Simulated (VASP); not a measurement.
BaZrO3, 5 atoms in the cell. The structure is cubic, space group Pm-3m (No. 221). Conventional cell: a = 4.205 Å, b = 4.205 Å, c = 4.205 Å, α = 90.00°, β = 90.00°, γ = 90.00°. Ba (site symmetry m-3m) has 12 O at 2.97 Å and 8 Zr at 3.64 Å within 3.9 Å. Within 2.8 Å of Zr (site symmetry m-3m) lie 6 O at 2.10 Å. Within 2.8 Å of O (site symmetry 4/mmm) lie 2 Zr at 2.10 Å. 

- Program: VASP 6.6.1
- Task: single point
- Functional: r2SCAN
- Potentials or basis: VASP PAW PBE potentials, release 64 (Ba_sv, Zr_sv, O_h)
- Cutoff: 1480 eV
- k mesh: 6 × 6 × 6
- Occupations: gaussian, width 0.01 eV
- Spin: no spin polarisation
- Dipole correction: no
- Further INCAR settings: ALGO = Normal; EDIFF = 1e-06; NBANDS = 28

Potentials or basis: VASP PAW PBE potentials, release 64 (Ba_sv, Zr_sv, O_h).

The run is started by

```bash
$ cat potpaw_PBE.64/Ba_sv/POTCAR potpaw_PBE.64/Zr_sv/POTCAR potpaw_PBE.64/O_h/POTCAR > POTCAR
$ cp INCAR.step1 INCAR
$ mpirun -np 1 vasp_std > vasp.out
$ cp INCAR.step2 INCAR
$ mpirun -np 1 vasp_std > vasp.out
```

Hardware: 1 thread of AMD EPYC 9R45 96-Core Processor (Zen 5) (shared host).

Task: Estimate the wall time of this run.

Result: It took 7.8 min on 1 thread of AMD EPYC 9R45 96-Core Processor (Zen 5), with other jobs on the host, peak memory 0.54 GiB. Counts: k points 20.
